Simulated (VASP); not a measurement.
# C in VASP: a series of runs

C is run at these levels: LDA; tasks: single point.

Everything below comes from runs of VASP 6.6.1. Logs are shortened: lines on timing, memory, paths and dates and some standing lists are left out, and cuts for length are marked.

**1. The cell of the first run**

The cell holds a slab with vacuum, 2 atoms: a = 2.440 Å, b = 2.440 Å, c = 8.467 Å, α = 90.00°, β = 90.00°, γ = 120.00°.

**2. Single point, LDA**

INCAR

```
SYSTEM = C
PREC     = Accurate       ! precision mode
ENCUT    = 520            ! plane-wave cutoff, eV
EDIFF    = 1E-6           ! SCF threshold, eV
ISMEAR   = -1             ! smearing method
SIGMA    = 0.05           ! smearing width, eV
LREAL    = .False.        ! projectors in reciprocal space
LASPH    = .True.         ! aspherical terms in the spheres
NELM     = 100            ! most SCF steps
ALGO     = Normal         ! electronic algorithm
ISIF     = 2              ! what is computed and relaxed
LWAVE    = .False.        ! write WAVECAR
LCHARG   = .False.        ! write CHGCAR
NBANDS   = 11             ! bands
```

KPOINTS

```
Automatic mesh
0
Gamma
  12 12 3
  0 0 0
```

POSCAR

```
C
1.0
    2.4396853020      0.0000000000      0.0000000000
   -1.2198426510      2.1128294488      0.0000000000
    0.0000000000      0.0000000000      8.4665949023
C
2
Direct
    0.6666666667      0.3333333333      0.0000000000
    0.3333333333      0.6666666667      0.0000000000
```

Potentials or basis: VASP PAW LDA potentials, release 64 (C).

On the command line:

```sh
> cat potpaw_LDA.64/C/POTCAR > POTCAR
> mpirun -np 1 vasp_std > vasp.out
```

OUTCAR:

```text
SYSTEM = C
   PREC = Accurate
   ENCUT = 520
   EDIFF = 1E-6
   ISMEAR = -1
   LREAL = .False.
   LASPH = .True.
   NELM = 100
   ISIF = 2

 ion  position               nearest neighbor table
   1  0.667  0.333  0.000-   2 1.41   2 1.41   2 1.41
   2  0.333  0.667  0.000-   1 1.41   1 1.41   1 1.41

  LATTYP: Found a hexagonal cell.
 ALAT       =     2.4396853020
 C/A-ratio  =     3.4703635323

  Lattice vectors:

 A1 = (   2.4396853020,   0.0000000000,   0.0000000000)
 A2 = (  -1.2198426510,   2.1128294488,   0.0000000000)
 A3 = (   0.0000000000,   0.0000000000,   8.4665949023)

Analysis of symmetry for initial positions (statically):
=====================================================================
 Subroutine PRICEL returns:
 Original cell was already a primitive cell.

 Routine SETGRP: Setting up the symmetry group for a
 hexagonal supercell.

 Subroutine GETGRP returns: Found 24 space group operations
 (whereof 24 operations were pure point group operations)
 out of a pool of 24 trial point group operations.

The static configuration has the point symmetry D_6h.

Analysis of symmetry for dynamics (positions and initial velocities):
=====================================================================
 Subroutine PRICEL returns:
 Original cell was already a primitive cell.

 Routine SETGRP: Setting up the symmetry group for a
 hexagonal supercell.

 Subroutine GETGRP returns: Found 24 space group operations
 (whereof 24 operations were pure point group operations)
 out of a pool of 24 trial point group operations.

The dynamic configuration has the point symmetry D_6h.

 Subroutine INISYM returns: Found 24 space group operations
 (whereof 24 operations are pure point group operations),
 and found     1 'primitive' translations

----------------------------------------------------------------------------------------

                                     Primitive cell

  volume of cell :      43.6422

  direct lattice vectors                    reciprocal lattice vectors
     2.439685302  0.000000000  0.000000000     0.409888931  0.236649485  0.000000000
    -1.219842651  2.112829449  0.000000000     0.000000000  0.473298969  0.000000000
     0.000000000  0.000000000  8.466594902     0.000000000  0.000000000  0.118111237

  length of vectors
     2.439685302  2.439685302  8.466594902     0.473298969  0.473298969  0.118111237

  position of ions in fractional coordinates (direct lattice)
     0.666666667  0.333333333  0.000000000
     0.333333333  0.666666667  0.000000000

  ion indices of the primitive-cell ions
   primitive index   ion index
                 1           1
                 2           2

----------------------------------------------------------------------------------------

 KPOINTS: Automatic mesh

Automatic generation of k-mesh.
 Grid dimensions read from file:
 generate k-points for:   12   12    3

 Generating k-lattice:

  Cartesian coordinates                     Fractional coordinates (reciprocal lattice)
     0.034157411  0.019720790  0.000000000     0.083333333  0.000000000  0.000000000
     0.000000000  0.039441581  0.000000000     0.000000000  0.083333333  0.000000000
     0.000000000  0.000000000  0.039370412     0.000000000  0.000000000  0.333333333

  Length of vectors
     0.039441581  0.039441581  0.039370412

  Shift w.r.t. Gamma in fractional coordinates (k-lattice)
     0.000000000  0.000000000  0.000000000

 Subroutine IBZKPT returns following result:
 ===========================================

 Found     38 irreducible k-points:

 Following reciprocal coordinates:
            Coordinates               Weight
  0.000000  0.000000  0.000000      1.000000
  0.083333  0.000000  0.000000      6.000000
  0.166667  0.000000  0.000000      6.000000
  0.250000  0.000000  0.000000      6.000000
  0.333333  0.000000  0.000000      6.000000
  0.416667  0.000000  0.000000      6.000000
[... 16 lines left out ...]
  0.250000  0.000000  0.333333     12.000000
  0.333333  0.000000  0.333333     12.000000
 [... further k-points ...]
   k-points           NKPTS =     38   k-points in BZ     NKDIM =     38   number of bands    NBANDS=     11
   number of dos      NEDOS =    301   number of ions     NIONS =      2
   total plane-waves  NPLWV =  20736
   dimension x,y,z NGX =    18 NGY =   18 NGZ =   64
   dimension x,y,z NGXF=    36 NGYF=   36 NGZF=  128
   ions per type =               2
   NGX,Y,Z   is equivalent  to a cutoff of  12.27, 12.27, 12.57 a.u.
   NGXF,Y,Z  is equivalent  to a cutoff of  24.53, 24.53, 25.13 a.u.
 SYSTEM =  C
   PREC   = accura    normal or accurate (medium, high low for compatibility)
   ISTART =      0    job   : 0-new  1-cont  2-samecut
   ICHARG =      2    charge: 1-file 2-atom 10-const
   ISPIN  =      1    spin polarized calculation?
   LNONCOLLINEAR =      F non collinear calculations
   LSORBIT =      F    spin-orbit coupling
   LASPH  =      T    aspherical Exc in radial PAW
   ENCUT  =  520.0 eV  38.22 Ry    6.18 a.u.   4.54  4.54 15.74*2*pi/ulx,y,z
   NELM   =    100;   NELMIN=  2; NELMDL= -5     # of ELM steps
   EDIFF  = 0.1E-05   stopping-criterion for ELM
   LREAL  =      F    real-space projection
   EDIFFG = 0.1E-04   stopping-criterion for IOM
   NSW    =      0    number of steps for IOM
   IBRION =     -1    ionic relax: 0-MD 1-quasi-New 2-CG
   NFREE  =      0    steps in history (QN), initial steepest desc. (CG)
   ISIF   =      2    stress and relaxation
   ISYM   =      2    0-nonsym 1-usesym 2-fastsym
   POTIM  = 0.5000    time-step for ionic-motion
   TEBEG  =    0.0;   TEEND  =   0.0 temperature during run
   PSTRESS=    0.0 pullay stress
   NELECT =       8.0000    total number of electrons
   NUPDOWN=      -1.0000    fix difference up-down
   EMIN   =  10.00;   EMAX   =-10.00  energy-range for DOS
   EFERMI =   0.00;   METHOD = LEGACY
   ISMEAR =    -1;   SIGMA  =   0.05  broadening in eV -4-tet -1-fermi 0-gaus
   EFERMI_NEDOS =   21; number of points for ismear=-14 and -15
   IALGO  =     38    algorithm
   IMIX   =      4    mixing-type and parameters
     AMIX     =   0.40;   BMIX     =  1.00
     AMIX_MAG =   1.60;   BMIX_MAG =  1.00
  volume/ion in A,a.u.               =      21.82       147.26
  Fermi-wavevector in a.u.,A,eV,Ry     =   0.929970  1.757389 11.766931  0.864845
  Thomas-Fermi vector in A             =   2.056309
   LORBIT       =      0    0 simple, 1 ext, 2 COOP (PROOUT), +10 PAW based schemes
   GGA     = CA    functional components
   LHFCALC =     F    Hartree Fock is set to
   AEXX    =    0.0000 exact exchange contribution
   IVDW    =     0    specifies the selected vdW correction
   LEPSILON=     F    determine dielectric tensor
   LRPA    =     F    only Hartree local field effects (RPA)
 non-spin polarized calculation
  energy-cutoff  :      520.00
  volume of cell :       43.64
 maximum number of plane-waves:      1204
   NGX =  9   NGY =  9   NGZ = 31

 number of electron       7.9999998 magnetization

 Free energy of the ion-electron system (eV)
  ---------------------------------------------------
  ext. energy  EPLUGINS =         0.00000000
  ---------------------------------------------------
  free energy    TOTEN  =       -20.16912550 eV

  energy without entropy =      -20.16720009  energy(sigma->0) =      -20.16816280

 E-fermi :  -0.7844     XC(G=0):  -5.1606

 val. band max:       -0.7844260583   @ k =   0.3333   0.3333   0.3333
 cond. band min:      -0.7843798009   @ k =   0.3333   0.3333   0.0000
 fundamental gap:      0.0000462574
 Fermi energy:        -0.7844106398

 k-point     1 :       0.0000    0.0000    0.0000
  band No.  band energies     occupation
      1     -20.3403      2.00000
      2      -8.6426      2.00000
      3      -3.8097      2.00000
      4      -3.8097      2.00000
      5       2.2771      0.00000
      6       4.6616      0.00000
      7       6.2947      0.00000
      8       7.6851      0.00000
      9       7.6851      0.00000
     10      10.9312      0.00000
     11      12.7393      0.00000

 k-point     2 :       0.0833    0.0000    0.0000
  band No.  band energies     occupation
      1     -20.1741      2.00000
      2      -8.4411      2.00000
      3      -4.4521      2.00000
      4      -4.1589      2.00000
      5       2.5039      0.00000
      6       4.8833      0.00000
      7       6.5088      0.00000
      8       7.7728      0.00000
      9       8.3988      0.00000
     10      10.3545      0.00000
     11      13.0001      0.00000

 k-point     3 :       0.1667    0.0000    0.0000
  band No.  band energies     occupation
      1     -19.6776      2.00000
      2      -7.8420      2.00000
      3      -6.0797      2.00000
      4      -4.9747      2.00000
      5       3.1844      0.00000
      6       5.5431      0.00000
      7       7.1347      0.00000
      8       7.8249      0.00000
      9       8.8056      0.00000
     10      10.2865      0.00000
     11      13.8272      0.00000

 k-point     4 :       0.2500    0.0000    0.0000
  band No.  band energies     occupation
      1     -18.8562      2.00000
      2      -8.1795      2.00000
      3      -6.8642      2.00000
      4      -5.8782      2.00000
      5       4.3167      0.00000
      6       6.3999      0.00000
      7       6.8886      0.00000
      8       7.5052      0.00000
      9       8.3656      0.00000
     10      12.8933      0.00000
     11      14.8526      0.00000
[... 239 lines left out ...]
 k-point    22 :       0.1667    0.0000    0.3333
  band No.  band energies     occupation
      1     -19.6776      2.00000
      2      -7.8423      2.00000
      3      -6.0797      2.00000
      4      -4.9747      2.00000
      5       3.5142      0.00000
      6       4.5465      0.00000
      7       7.7478      0.00000
      8       8.5623      0.00000
      9       8.8356      0.00000
     10      10.2866      0.00000
     11      11.9738      0.00000

 k-point    23 :       0.2500    0.0000    0.3333
  band No.  band energies     occupation
      1     -18.8562      2.00000
      2      -8.1795      2.00000
      3      -6.8644      2.00000
      4      -5.8782      2.00000
      5       4.6377      0.00000
      6       5.6401      0.00000
      7       6.6628      0.00000
      8       7.5568      0.00000
      9       9.6657      0.00000
     10      12.8931      0.00000
     11      13.0053      0.00000

 k-point    24 :       0.3333    0.0000    0.3333
  band No.  band energies     occupation
      1     -17.7209      2.00000
      2     -10.3957      2.00000
      3      -6.6301      2.00000
      4      -5.5576      2.00000
      5       4.2114      0.00000
      6       6.2023      0.00000
      7       7.1885      0.00000
      8       7.3707      0.00000
      9      11.1169      0.00000
     10      14.3478      0.00000
     11      15.2987      0.00000

 [... further k-points ...]
[... 5 lines left out ...]
  --------------------------------------------------------------------------------------
  -------------------------------------------------------------------------------------
  Total        0.4349456      0.4349456     -0.0132260      0.0000000      0.0000000      0.0000000
  in kB       15.9675592     15.9675592     -0.4855461      0.0000000      0.0000000      0.0000000
  external PRESSURE =      10.4831908 kB  Pullay stress =       0.0000000 kB

 VOLUME and BASIS-vectors are now :
 -----------------------------------------------------------------------------
  energy-cutoff  :      520.00
  volume of cell :       43.64
      direct lattice vectors                 reciprocal lattice vectors
     2.439685302  0.000000000  0.000000000     0.409888931  0.236649485  0.000000000
    -1.219842651  2.112829449  0.000000000     0.000000000  0.473298969  0.000000000
     0.000000000  0.000000000  8.466594902     0.000000000  0.000000000  0.118111237

 POSITION                                       TOTAL-FORCE (eV/Angst)
 -----------------------------------------------------------------------------------
      1.21984      0.70428      0.00000        -0.000000     -0.000000      0.000000
     -0.00000      1.40855      0.00000         0.000000      0.000000      0.000000
 -----------------------------------------------------------------------------------
    total drift:                                0.000000     -0.000000      0.000000

  FREE ENERGIE OF THE ION-ELECTRON SYSTEM (eV)
  ---------------------------------------------------
  free  energy   TOTEN  =       -20.1691255009 eV

  energy  without entropy=      -20.1672000922  energy(sigma->0) =      -20.16816280
```

It took 11 s on 1 thread of Intel Xeon Platinum 8559C (Emerald Rapids), shared host; peak memory 0.13 GiB.

What came out:

| Quantity | Value |
| --- | --- |
| Free energy | -20.1691 eV |
| Band gap on the k mesh | zero (filled and empty bands touch) |

Levels at points of the mesh, in eV from the Fermi level:
| k point | band 1 | band 2 | band 3 | band 4 | band 5 | band 6 | band 7 | band 8 | band 9 |
| --- | --- | --- | --- | --- | --- | --- | --- | --- | --- |
| (0.00, 0.00, 0.00) | -19.56 | -7.86 | -3.03 | -3.03 | 3.06 | 5.45 | 7.08 | 8.47 | 8.47 |
| (0.50, 0.00, 0.00) | -14.14 | -13.35 | -6.50 | -2.42 | 1.64 | 7.77 | 11.10 | 11.18 | 12.73 |

**3. Single point, LDA**

This run uses another cell than the first one.

INCAR

```
SYSTEM = C
PREC = Accurate ; ENCUT = 520
EDIFF = 1E-6 ; ISMEAR = -1
SIGMA = 0.05 ; LREAL = .False.
LASPH = .True. ; NELM = 80
ALGO = Normal ; ISIF = 2
LWAVE = .False. ; LCHARG = .False.
NBANDS = 11
```

KPOINTS

```
regular mesh
0
Gamma
  12 12 3
  0 0 0
```

POSCAR

```
C
1.0
    2.4561701622      0.0000000000      0.0000000000
   -1.2280850811      2.1271057565      0.0000000000
    0.0000000000      0.0000000000      8.5238033600
C
2
Direct
    0.6666666667      0.3333333333      0.0000000000
    0.3333333333      0.6666666667      0.0000000000
```

Potentials or basis: VASP PAW LDA potentials, release 64 (C).

On the command line:

```sh
> cat potpaw_LDA.64/C/POTCAR > POTCAR
> mpirun -np 1 vasp_std > vasp.out
```

Run time: 13 s. Hardware: 1 thread of Intel Xeon Platinum 8559C (Emerald Rapids), shared host; peak memory 0.13 GiB.

The run converged. Its results:

```yaml
Free_energy: -20.1689 eV
Band_gap_on_the_k_mesh: zero (filled and empty bands touch)
```

Levels at points of the mesh, in eV from the Fermi level:
```tsv
k point	band 1	band 2	band 3	band 4	band 5	band 6	band 7	band 8	band 9
(0.00, 0.00, 0.00)	-19.39	-7.72	-3.03	-3.03	3.13	5.48	7.09	8.33	8.33
(0.50, 0.00, 0.00)	-14.07	-13.22	-6.44	-2.38	1.63	7.56	11.05	11.14	12.63
```
